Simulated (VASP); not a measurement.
A run of VASP 6.6.1 is set up as follows.

POSCAR

```
CaO
1.0
    0.0000000000      2.3975473881      2.3975473881
    2.3975473881      0.0000000000      2.3975473881
    2.3975473881      2.3975473881      0.0000000000
Ca O
1 1
Direct
    0.0000000000      0.0000000000      0.0000000000
    0.5000000000      0.5000000000      0.5000000000
```

INCAR.step1

```
PREC     = Accurate       # precision mode
ENCUT    = 520            # plane-wave cutoff, eV
EDIFF    = 1E-5           # SCF threshold, eV
ISMEAR   = 0              # smearing method
SIGMA    = 0.01           # smearing width, eV
LREAL    = False          # projectors in reciprocal space
LASPH    = True           # aspherical terms in the spheres
NELM     = 60             # most SCF steps
ALGO     = Normal         # electronic algorithm
ISIF     = 2              # what is computed and relaxed
LWAVE    = True           # write WAVECAR
LCHARG   = False          # write CHGCAR
NBANDS   = 15             # bands
GGA      = PE             # functional
```

Contents of INCAR.step2:

```
PREC     = Accurate       # precision mode
ENCUT    = 520            # plane-wave cutoff, eV
EDIFF    = 1E-6           # SCF threshold, eV
ISMEAR   = 0              # smearing method
SIGMA    = 0.01           # smearing width, eV
LREAL    = False          # projectors in reciprocal space
LASPH    = True           # aspherical terms in the spheres
NELM     = 60             # most SCF steps
ALGO     = Normal         # electronic algorithm
ISIF     = 2              # what is computed and relaxed
LWAVE    = False          # write WAVECAR
LCHARG   = False          # write CHGCAR
GGA      = PE             # functional
LHFCALC  = True           # exact exchange
HFSCREEN = 0.2079         # screening, 1/A
PRECFOCK = Normal       
NBANDS   = 15             # bands
ISTART   = 1
```

File KPOINTS:

```
regular mesh
0
Gamma
  6 6 6
```

Potentials or basis: VASP PAW PBE potentials, release 64 (Ca_sv, O).

Launch:

```bash
$ cat potpaw_PBE.64/Ca_sv/POTCAR potpaw_PBE.64/O/POTCAR > POTCAR
$ cp INCAR.step1 INCAR
$ mpirun -np 1 vasp_std > vasp.out
$ cp INCAR.step2 INCAR
$ mpirun -np 1 vasp_std > vasp.out
```

Estimate the pressure.

1.0 GPa.

Estimate the band gap on the k mesh.

5.29 eV (least direct gap 5.72 eV).

Caveat: the PAW data sets were made with another functional, which shifts forces and pressure a little. A k mesh can miss the band edges.
